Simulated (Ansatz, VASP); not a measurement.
**Two plane-wave programs on CaS**

```xyz
2
Lattice="0.0000 2.8479 2.8479 2.8479 0.0000 2.8479 2.8479 2.8479 0.0000" Properties=species:S:1:pos:R:3 pbc="T T T"
Ca    0.0000    0.0000    0.0000
S     2.8479    2.8479    2.8479
```

Alike in both runs: task single point; functional PBE-based screened hybrid; k mesh 4 × 4 × 4; no spin polarisation.

```csv
,VASP,Ansatz
version,VASP 6.6.1,Ansatz 0.2.0
potentials or method,"VASP PAW PBE potentials, release 64 (Ca_sv, S)",plane waves
plane-wave cutoff (eV),400,420
occupations,"gaussian, width 0.01 eV",fixed
valence electrons in the cell,16,16
```

|  | VASP | Ansatz | Ansatz less VASP |
| --- | --- | --- | --- |
| gap on the k mesh at the Fermi level (eV) | 2.46 | 2.46 | +0.006 |
| pressure (GPa) | 0.7 | 0.5 | -0.17 |

VASP's potentials were made for PBE, not for PBE-based screened hybrid. Ansatz's warnings: stress exchange threshold loose, stress scf threshold loose.

The k mesh is coarse, so the values compare programs but aren't converged.
